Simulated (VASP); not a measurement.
# YIn3N4 (P3m1) in VASP: single point with PBE

Aim: the single point of YIn3N4 with PBE.

Everything below comes from runs of VASP 6.6.1. Logs are shortened: lines on timing, memory, paths and dates and some standing lists are left out, and cuts for length are marked.

### Step 1. The cell of the first run

Symmetry: P3m1, No. 156, trigonal system. Conventional cell: a = 3.617 Å, b = 3.617 Å, c = 11.460 Å, α = 90.00°, β = 90.00°, γ = 120.00°. In (site symmetry 3m) has 4 N at 2.18 to 2.19 Å within 2.9 Å. Within 2.9 Å of In (site symmetry 3m) lie 4 N at 2.16 to 2.18 Å. Within 2.9 Å of In (site symmetry 3m) lie 4 N at 2.18 Å. Within 2.9 Å of Y (site symmetry 3m) lie 4 N at 2.21 to 2.30 Å. Within 2.9 Å of N (site symmetry 3m) lie 4 In at 2.18 Å. Within 2.9 Å of N (site symmetry 3m) lie 1 In at 2.16 Å and 3 Y at 2.21 Å. N (site symmetry 3m) has 4 In at 2.18 Å within 2.9 Å. Within 2.9 Å of N (site symmetry 3m) lie 3 In at 2.19 Å and 1 Y at 2.30 Å.

### Step 2. Single point, PBE, non-collinear spin, zero start, spin-orbit coupling

Contents of INCAR:

```
SYSTEM = YIn3N4
PREC = Accurate
ENCUT = 520
EDIFF = 1E-6
ISMEAR = -1
SIGMA = 0.02
LREAL = .False.
LASPH = .True.
NELM = 150
ALGO = Normal
ISIF = 2
LWAVE = .False.
LCHARG = .True.
MAGMOM = 0 0 0 0 0 0 0 0 0 0 0 0 0 0 0 0 0 0 0 0 0 0 0 0
LORBIT = 11
LSORBIT = .True.
GGA_COMPAT = .False.
LORBMOM = .True.
LMAXMIX = 4
GGA = PE
LVHAR = .True.
NBANDS = 88
KPAR = 4
```

Contents of KPOINTS:

```
Automatic mesh
0
Gamma
  12 12 2
  0 0 0
```

Contents of POSCAR:

```
YIn3N4
1.0
    3.6171292672      0.0000000000      0.0000000000
   -1.8085646336      3.1325258342      0.0000000000
    0.0000000000      0.0000000000     11.4600052025
In Y N
3 1 4
Direct
    0.3333333333      0.6666666667      0.0036310858
    0.3333333333      0.6666666667      0.4937375156
    0.6666666667      0.3333333333      0.2485443797
    0.6666666667      0.3333333333      0.7444722920
    0.3333333333      0.6666666667      0.1934604162
    0.3333333333      0.6666666667      0.6825012026
    0.6666666667      0.3333333333      0.4386406437
    0.6666666667      0.3333333333      0.9450124644
```

Potentials or basis: VASP PAW PBE potentials, release 64 (In_d, Y_sv, N).

Command:

```sh
> cat potpaw_PBE.64/In_d/POTCAR potpaw_PBE.64/Y_sv/POTCAR potpaw_PBE.64/N/POTCAR > POTCAR
> mpirun -np 4 vasp_ncl > vasp.out
```

OUTCAR:

```text
SYSTEM = YIn3N4
   PREC = Accurate
   ENCUT = 520
   EDIFF = 1E-6
   ISMEAR = -1
   LREAL = .False.
   LASPH = .True.
   NELM = 150
   ISIF = 2
   LORBIT = 11
   LSORBIT = .True.
   GGA = PE

 ion  position               nearest neighbor table
   1  0.333  0.667  0.004-   5 2.18   8 2.19   8 2.19   8 2.19   3 3.50   3 3.50   3 3.50   4 3.63
                             4 3.63   4 3.63
   2  0.333  0.667  0.494-   6 2.16   7 2.18   7 2.18   7 2.18   3 3.50   3 3.50   3 3.50   4 3.55
                             4 3.55   4 3.55
   3  0.667  0.333  0.249-   7 2.18   5 2.18   5 2.18   5 2.18   1 3.50   1 3.50   1 3.50   2 3.50
                             2 3.50   2 3.50
   4  0.667  0.333  0.744-   6 2.21   6 2.21   6 2.21   8 2.30   2 3.55   2 3.55   2 3.55   1 3.63
                             1 3.63   1 3.63
   5  0.333  0.667  0.193-   1 2.18   3 2.18   3 2.18   3 2.18
   6  0.333  0.667  0.683-   2 2.16   4 2.21   4 2.21   4 2.21
   7  0.667  0.333  0.439-   3 2.18   2 2.18   2 2.18   2 2.18
   8  0.667  0.333  0.945-   1 2.19   1 2.19   1 2.19   4 2.30

  LATTYP: Found a hexagonal cell.
 ALAT       =     3.6171292672
 C/A-ratio  =     3.1682597872

  Lattice vectors:

 A1 = (   3.6171292672,   0.0000000000,   0.0000000000)
 A2 = (  -1.8085646336,   3.1325258342,   0.0000000000)
 A3 = (   0.0000000000,   0.0000000000,  11.4600052025)

Analysis of symmetry for initial positions (statically):
=====================================================================
 Subroutine PRICEL returns:
 Original cell was already a primitive cell.

 Routine SETGRP: Setting up the symmetry group for a
 hexagonal supercell.

 Subroutine GETGRP returns: Found  6 space group operations
 (whereof  6 operations were pure point group operations)
 out of a pool of 24 trial point group operations.

The static configuration has the point symmetry C_3v.

Analysis of symmetry for dynamics (positions and initial velocities):
=====================================================================
 Subroutine PRICEL returns:
 Original cell was already a primitive cell.

 Routine SETGRP: Setting up the symmetry group for a
 hexagonal supercell.

 Subroutine GETGRP returns: Found  6 space group operations
 (whereof  6 operations were pure point group operations)
 out of a pool of 24 trial point group operations.

The dynamic configuration has the point symmetry C_3v.

Analysis of structural, dynamic, and magnetic symmetry:
=====================================================================
 Subroutine PRICEL returns:
 Original cell was already a primitive cell.

 Routine SETGRP: Setting up the symmetry group for a
 hexagonal supercell.

 Subroutine GETGRP returns: Found  6 space group operations
 (whereof  6 operations were pure point group operations)
 out of a pool of 24 trial point group operations.

The overall configuration has the point symmetry C_3v.

 Subroutine INISYM returns: Found  6 space group operations
 (whereof  6 operations are pure point group operations),
 and found     1 'primitive' translations

----------------------------------------------------------------------------------------

                                     Primitive cell

  volume of cell :     129.8505

  direct lattice vectors                    reciprocal lattice vectors
     3.617129267  0.000000000  0.000000000     0.276462334  0.159615603  0.000000000
    -1.808564634  3.132525834  0.000000000     0.000000000  0.319231206  0.000000000
     0.000000000  0.000000000 11.460005202     0.000000000  0.000000000  0.087259995

  length of vectors
     3.617129267  3.617129267 11.460005202     0.319231206  0.319231206  0.087259995

  position of ions in fractional coordinates (direct lattice)
     0.333333333  0.666666667  0.003631086
     0.333333333  0.666666667  0.493737516
     0.666666667  0.333333333  0.248544380
     0.666666667  0.333333333  0.744472292
     0.333333333  0.666666667  0.193460416
     0.333333333  0.666666667  0.682501203
     0.666666667  0.333333333  0.438640644
     0.666666667  0.333333333  0.945012464

  ion indices of the primitive-cell ions
   primitive index   ion index
                 1           1
                 2           2
[... 130 lines left out ...]
 E-fermi :   5.3460     XC(G=0): -10.4578

 val. band max:        5.1314935031   @ k =   0.0000   0.0000   0.5000
 cond. band min:       5.5363476294   @ k =   0.0000   0.0000   0.0000
 fundamental gap:      0.4048541264
 Fermi energy:         5.3460101384

 k-point     1 :       0.0000    0.0000    0.0000
  band No.  band energies     occupation
      1     -35.0234      1.00000
      2     -35.0234      1.00000
      3     -16.0256      1.00000
      4     -16.0256      1.00000
      5     -14.7450      1.00000
      6     -14.7450      1.00000
[... 2029 lines left out ...]
     81      10.9970      0.00000
     82      11.0113      0.00000

 [... further k-points ...]

 [bands above 82 left out]

------------------------ aborting loop because EDIFF is reached ----------------------------------------

  FORCE on cell =-STRESS in cart. coord.  units (eV):
  Direction    XX          YY          ZZ          XY          YZ          ZX
  --------------------------------------------------------------------------------------
  -------------------------------------------------------------------------------------
  Total        2.4304079      2.4304079      2.5911182      0.0000000     -0.0000000      0.0000000
  in kB       29.9879130     29.9879130     31.9708591      0.0000000     -0.0000000      0.0000000
  external PRESSURE =      30.6488950 kB  Pullay stress =       0.0000000 kB

 VOLUME and BASIS-vectors are now :
 -----------------------------------------------------------------------------
  energy-cutoff  :      520.00
  volume of cell :      129.85
      direct lattice vectors                 reciprocal lattice vectors
     3.617129267  0.000000000  0.000000000     0.276462334  0.159615603  0.000000000
    -1.808564634  3.132525834  0.000000000     0.000000000  0.319231206  0.000000000
     0.000000000  0.000000000 11.460005202     0.000000000  0.000000000  0.087259995

 POSITION                                       TOTAL-FORCE (eV/Angst)
 -----------------------------------------------------------------------------------
     -0.00000      2.08835      0.04161         0.000000      0.000000     -0.060185
     -0.00000      2.08835      5.65823        -0.000000     -0.000000      0.001578
      1.80856      1.04418      2.84832         0.000000      0.000000     -0.018737
      1.80856      1.04418      8.53166        -0.000000     -0.000000      0.046479
     -0.00000      2.08835      2.21706        -0.000000      0.000000      0.020256
     -0.00000      2.08835      7.82147        -0.000000      0.000000      0.159096
      1.80856      1.04418      5.02682        -0.000000      0.000000      0.011488
      1.80856      1.04418     10.82985         0.000000     -0.000000     -0.159976
 -----------------------------------------------------------------------------------
    total drift:                               -0.000000      0.000000     -0.000492

  FREE ENERGIE OF THE ION-ELECTRON SYSTEM (eV)
  ---------------------------------------------------
  free  energy   TOTEN  =       -49.9220857260 eV

  energy  without entropy=      -49.9220854915  energy(sigma->0) =      -49.92208561

 orbital moment (x)

 # of ion     p       d       f       tot
 ------------------------------------------------
  1         0.000   0.000   0.000   0.000
  2         0.000   0.000   0.000   0.000
  3         0.000   0.000   0.000   0.000
  4        -0.000   0.000  -0.000   0.000
  5         0.000   0.000   0.000   0.000
  6         0.000   0.000   0.000   0.000
  7         0.000   0.000   0.000   0.000
  8        -0.000   0.000   0.000  -0.000
 ------------------------------------------------
           -0.000   0.000  -0.000   0.000

 orbital moment (y)

 # of ion     p       d       f       tot
 ------------------------------------------------
  1        -0.000  -0.000   0.000  -0.000
  2        -0.000  -0.000   0.000  -0.000
  3        -0.000  -0.000   0.000  -0.000
  4         0.000   0.000   0.000   0.000
  5         0.000   0.000   0.000   0.000
  6        -0.000   0.000   0.000  -0.000
  7        -0.000   0.000   0.000  -0.000
  8         0.000   0.000   0.000   0.000
 ------------------------------------------------
           -0.000   0.000   0.000   0.000

 orbital moment (z)

 # of ion     p       d       f       tot
 ------------------------------------------------
  1         0.000   0.000   0.000   0.000
  2         0.000   0.000   0.000   0.000
  3         0.000  -0.000   0.000  -0.000
  4         0.000   0.000  -0.000   0.000
  5        -0.000   0.000   0.000  -0.000
  6         0.000   0.000   0.000   0.000
  7         0.000   0.000   0.000   0.000
  8         0.000   0.000   0.000   0.000
 ------------------------------------------------
            0.000   0.000  -0.000   0.000

 Spin-Orbit-Coupling matrix elements

 Ion:    1  E_soc:     -0.0649756
 l=   1
     0.0000000    -0.0045101    -0.0044750
    -0.0045101     0.0000000    -0.0045101
    -0.0044750    -0.0045101     0.0000000
 l=   2
     0.0000000    -0.0012552     0.0000000    -0.0012552    -0.0050974
    -0.0012552     0.0000000    -0.0038185    -0.0012376    -0.0012552
     0.0000000    -0.0038185     0.0000000    -0.0038185     0.0000000
    -0.0012552    -0.0012376    -0.0038185     0.0000000    -0.0012552
    -0.0050974    -0.0012552     0.0000000    -0.0012552     0.0000000
 l=   3
     0.0000000     0.0000000     0.0000000     0.0000000     0.0000000     0.0000000     0.0000000
     0.0000000     0.0000000     0.0000000     0.0000000     0.0000000     0.0000000     0.0000000
     0.0000000     0.0000000     0.0000000     0.0000000     0.0000000     0.0000000     0.0000000
     0.0000000     0.0000000     0.0000000     0.0000000     0.0000000     0.0000000     0.0000000
[... 129 lines left out ...]
 l=   2
     0.0000000     0.0000000     0.0000000     0.0000000     0.0000000
     0.0000000     0.0000000     0.0000000     0.0000000     0.0000000
     0.0000000     0.0000000     0.0000000     0.0000000     0.0000000
     0.0000000     0.0000000     0.0000000     0.0000000     0.0000000
     0.0000000     0.0000000     0.0000000     0.0000000     0.0000000
 l=   3
     0.0000000     0.0000000     0.0000000     0.0000000     0.0000000     0.0000000     0.0000000
     0.0000000     0.0000000     0.0000000     0.0000000     0.0000000     0.0000000     0.0000000
     0.0000000     0.0000000     0.0000000     0.0000000     0.0000000     0.0000000     0.0000000
     0.0000000     0.0000000     0.0000000     0.0000000     0.0000000     0.0000000     0.0000000
     0.0000000     0.0000000     0.0000000     0.0000000     0.0000000     0.0000000     0.0000000
     0.0000000     0.0000000     0.0000000     0.0000000     0.0000000     0.0000000     0.0000000
     0.0000000     0.0000000     0.0000000     0.0000000     0.0000000     0.0000000     0.0000000

 total charge

# of ion       s       p       d       f       tot
--------------------------------------------------
    1        0.752   0.736   9.985   0.000  11.473
    2        0.750   0.744   9.993   0.000  11.487
    3        0.753   0.737   9.990   0.000  11.480
    4        2.239   6.524   1.254   0.119  10.137
    5        1.247   2.388   0.000   0.000   3.635
    6        1.257   2.470   0.000   0.000   3.727
    7        1.246   2.389   0.000   0.000   3.635
    8        1.248   2.388   0.000   0.000   3.637
--------------------------------------------------
tot          9.493  18.376  31.222   0.119  59.210

 magnetization (x)

# of ion       s       p       d       f       tot
--------------------------------------------------
    1        0.000  -0.000   0.000   0.000  -0.000
    2       -0.000   0.000  -0.000   0.000  -0.000
    3       -0.000   0.000  -0.000   0.000  -0.000
    4        0.000   0.000   0.000   0.000   0.000
    5        0.000   0.000   0.000   0.000   0.000
    6        0.000   0.000   0.000   0.000   0.000
    7       -0.000   0.000   0.000   0.000  -0.000
    8        0.000   0.000   0.000   0.000   0.000
--------------------------------------------------
tot         -0.000   0.000  -0.000   0.000  -0.000

 magnetization (y)

# of ion       s       p       d       f       tot
--------------------------------------------------
    1        0.000   0.000   0.000   0.000   0.000
    2        0.000   0.000   0.000   0.000   0.000
    3        0.000   0.000   0.000   0.000   0.000
    4       -0.000  -0.000   0.000   0.000  -0.000
    5        0.000  -0.000   0.000   0.000  -0.000
    6        0.000   0.000   0.000   0.000   0.000
    7       -0.000   0.000   0.000   0.000  -0.000
    8        0.000   0.000   0.000   0.000   0.000
--------------------------------------------------
tot         -0.000  -0.000   0.000   0.000  -0.000

 magnetization (z)

# of ion       s       p       d       f       tot
--------------------------------------------------
    1        0.000   0.000  -0.000   0.000   0.000
    2       -0.000   0.000  -0.000   0.000   0.000
    3       -0.000  -0.000   0.000   0.000  -0.000
    4        0.000   0.000   0.000  -0.000   0.000
    5        0.000   0.000   0.000   0.000   0.000
    6        0.000  -0.000   0.000   0.000  -0.000
    7       -0.000  -0.000   0.000   0.000  -0.000
    8        0.000  -0.000   0.000   0.000  -0.000
--------------------------------------------------
tot          0.000   0.000   0.000  -0.000   0.000
```

It took 12 min on 4 MPI ranks of Intel Xeon Platinum 8259CL at 2.50GHz (Skylake/Cascade Lake), shared host; peak memory 1.2 GiB.

What came out:

| Quantity | Value |
| --- | --- |
| Free energy | -49.9221 eV |
| Pressure | 3.1 GPa |
| Largest force | 0.160 eV/Å |
| Net moment | 0.00 μB per cell |
| Valence electrons inside the program's atomic spheres | In 11.47, 11.49, 11.48; Y 10.14; N 3.63, 3.73, 3.64 (each value once) |

Forces in eV/Å, atoms in the order of the input:
```
In   0.000  0.000 -0.060
In   0.000  0.000  0.002
In   0.000  0.000 -0.019
Y    0.000  0.000  0.046
N    0.000  0.000  0.020
N    0.000  0.000  0.159
N    0.000  0.000  0.011
N    0.000  0.000 -0.160
```

Stress tensor (GPa, compression positive):
```
3.00 0.00 0.00
0.00 3.00 0.00
0.00 0.00 3.20
```

Moments on the atoms (μB; x, y, z):
```
In  0.00 0.00 0.00
In  0.00 0.00 0.00
In  0.00 0.00 0.00
Y   0.00 0.00 0.00
N   0.00 0.00 0.00
N   0.00 0.00 0.00
N   0.00 0.00 0.00
N   0.00 0.00 0.00
```

Caveat: the cell stands under pressure.
